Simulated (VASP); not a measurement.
# Eu: single point with PBEsol

The system is Eu.

```
Eu
1.0
    -2.27550    2.27550    2.27550
     2.27550   -2.27550    2.27550
     2.27550    2.27550   -2.27550
Eu
1
Cartesian
  0.0000 0.0000 0.0000
```

```yaml
Program: VASP 6.6.1
Task: single point
Functional: PBEsol
Potentials_or_basis: VASP PAW PBE potentials, release 64 (Eu)
Cutoff: 520 eV
k_mesh: 13 × 13 × 13
Occupations: fermi-dirac, width 0.05 eV
Spin: collinear spin, ferromagnetic start
Starting_moments: "[7.0] μB"
```

```
Pressure                                              : -2.6 GPa
Net moment                                            : 7.36 μB per cell
Site moments                                          : Eu +6.71 μB
Valence electrons inside the program's atomic spheres : Eu 14.68
```

Levels at points of the mesh, in eV from the Fermi level:
Spin up:
```tsv
k point	band 10	band 11	band 12	band 13	band 14	band 15
(0.00, 0.00, 0.00)	-0.38	-0.38	-0.35	1.67	1.67	1.67
```
Spin down:
```
           k point  band 2  band 3  band 4  band 5  band 6  band 7  band 8  band 9
(0.00, 0.00, 0.00)  -18.02  -18.02  -18.02   -3.49    2.67    2.67    2.67    3.94
```

Wall time 3.8 min on 1 thread of Intel(R) Xeon(R) Platinum 8259CL CPU @ 2.50GHz (Skylake/Cascade Lake), with other jobs on the host, peak memory 0.28 GiB.

Caveat: the PAW data sets were made with another functional, which shifts forces and pressure a little; spin-orbit coupling is left out, which moves the levels of the heavy elements; semilocal functionals describe open f shells poorly, which spoils levels, moments and volumes. The state reached can hang on the start; a lower one may exist.
